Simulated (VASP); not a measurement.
Runs of VASP 6.6.1 on ReAs3Os2. The structure is that of space group P-3m1 (No. 164), or close to it. The cells are those of the table. 

```tsv
task	cell	k mesh	cutoff (eV)	gap on the mesh (eV)	pressure (GPa)	largest force (eV/Å)
single point	a = 3.709, b = 3.709, c = 9.078 Å, angles 90.0, 90.0, 120.0°, 6 atoms	6 × 6 × 2	520	none	-10.1	(a)
relaxation of cell and atoms	relaxed from a = 4.327, b = 4.327, c = 5.463 Å, angles 90.0, 90.0, 120.0°, 6 atoms	6 × 6 × 4	600	-	0.0	0.03
single point	a = 4.327, b = 4.327, c = 5.463 Å, angles 90.0, 90.0, 120.0°, 6 atoms	6 × 6 × 2	520	none	0.7	0.01
single point	a = 4.373, b = 4.373, c = 5.332 Å, angles 90.0, 90.0, 120.0°, 6 atoms	6 × 6 × 4	520	none	0.7	-
single point	a = 4.364, b = 4.364, c = 5.342 Å, angles 90.0, 90.0, 120.0°, 6 atoms	12 × 12 × 8	520	none	0.7	-
```

Alike in all rows: level PBE; potentials or basis VASP PAW PBE potentials, release 64 (Re, As, Os); no spin polarisation; smearing gaussian 0.1 eV.

Fill in the values left out.

(a) 0.55.

Caveats: some runs use coarse meshes; spin-orbit coupling is left out, which moves the levels of the heavy elements; the bands computed are all filled at some k points, so no gap is given (some runs).

A k mesh can miss the band edges, and the runs leave out spin-orbit coupling on As, Os, Re.

A gap of «none» marks levels without a gap at the run's occupations.
